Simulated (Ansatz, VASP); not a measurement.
# Two plane-wave programs on SiO2

```
Si O
1.0
    -2.47196    2.47196    3.65784
     2.47196   -2.47196    3.65784
     2.47196    2.47196   -3.65784
Si O
2 4
Direct
  0.00000 0.00000 0.00000
  0.75000 0.25000 0.50000
  0.97336 0.62500 0.84836
  0.37500 0.22336 0.34836
  0.77664 0.12500 0.15164
  0.87500 0.02664 0.65164
```

Alike in both runs: task single point; functional r2SCAN; k mesh 8 × 8 × 8; no spin polarisation.

```csv
,VASP,Ansatz
version,VASP 6.6.1,Ansatz 0.2.0
potentials or method,"VASP PAW PBE potentials, release 64 (Si, O)","plane waves, PAW"
plane-wave cutoff (eV),520,500
occupations,"gaussian, width 0.01 eV",fixed
valence electrons in the cell,32,32
```

Ansatz gave:

```
gap on the k mesh at the Fermi level (eV) : 6.56
pressure (GPa)                            : 0.0
```

Question: Estimate VASP's values.

Answer: gap on the k mesh at the Fermi level (eV): 6.56; pressure (GPa): 0.2.

VASP's potentials were made for PBE, not for r2SCAN.
